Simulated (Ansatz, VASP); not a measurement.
PbS in VASP and in Ansatz

```
CELL_PARAMETERS angstrom
0.00000 3.12474 3.12474
3.12474 0.00000 3.12474
3.12474 3.12474 0.00000
ATOMIC_POSITIONS crystal
Pb 0.00000 0.00000 0.00000
S 0.50000 0.50000 0.50000
```

Change from the starting cell: hydrostatic strain +5.2%.

Alike in both runs: task single point; functional PBE; k mesh 8 × 8 × 8; occupations fermi-dirac, width 0.02 eV; no spin polarisation.

|  | VASP | Ansatz |
| --- | --- | --- |
| version | VASP 6.6.1 | Ansatz 0.2.0 |
| potentials or method | VASP PAW PBE potentials, release 64 (Pb_d, S) | plane waves, PAW |
| plane-wave cutoff (eV) | 520 | 420 |
| valence electrons in the cell | 20 | 20 |

```csv
,VASP,Ansatz,Ansatz less VASP
gap on the k mesh at the Fermi level (eV),0.81,0.81,-0.005
pressure (GPa),-4.9,-4.8,+0.06
```

With one functional, cell and mesh, what is left measures potentials, basis and numerics.

Spin-orbit coupling is off throughout.
